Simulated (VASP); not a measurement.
Input of a VASP 6.6.1 run:

The input INCAR:

```
SYSTEM = MoS2
  PREC = Accurate
  ENCUT = 520
  EDIFF = 1E-6
  ISMEAR = 0
  SIGMA = 0.1
  LREAL = .False.
  LASPH = .True.
  NELM = 80
  ALGO = Normal
  ISIF = 2
  LWAVE = .False.
  LCHARG = .False.
  GGA = PE
  IVDW = 13
  NBANDS = 35
```

KPOINTS

```
Automatic mesh
0
Gamma
  6 6 2
  0 0 0
```

Contents of POSCAR:

```
MoS2
1.0
    3.1690000000      0.0000000000      0.0000000000
   -1.5845000000      2.7444345046      0.0000000000
    0.0000000000      0.0000000000     12.3240000000
Mo S
2 4
Direct
    0.3333333333      0.6666666667      0.2500000000
    0.6666666667      0.3333333333      0.7500000000
    0.3333333333      0.6666666667      0.6230000000
    0.6666666667      0.3333333333      0.1230000000
    0.3333333333      0.6666666667      0.8770000000
    0.6666666667      0.3333333333      0.3770000000
```

Potentials or basis: VASP PAW PBE potentials, release 64 (Mo_sv, S).

Launch:

```sh
$ cat potpaw_PBE.64/Mo_sv/POTCAR potpaw_PBE.64/S/POTCAR > POTCAR
$ mpirun -np 1 vasp_std > vasp.out
```

Estimate the largest force.

0.093 eV/Å.

What does it give for the dispersion energy per atom?

-0.424 eV.

Forces in eV/Å, atoms in the order of the input:
```
Mo   0.000  0.000  0.000
Mo   0.000  0.000  0.000
S    0.000  0.000  0.093
S    0.000  0.000  0.093
S    0.000  0.000 -0.093
S    0.000  0.000 -0.093
```
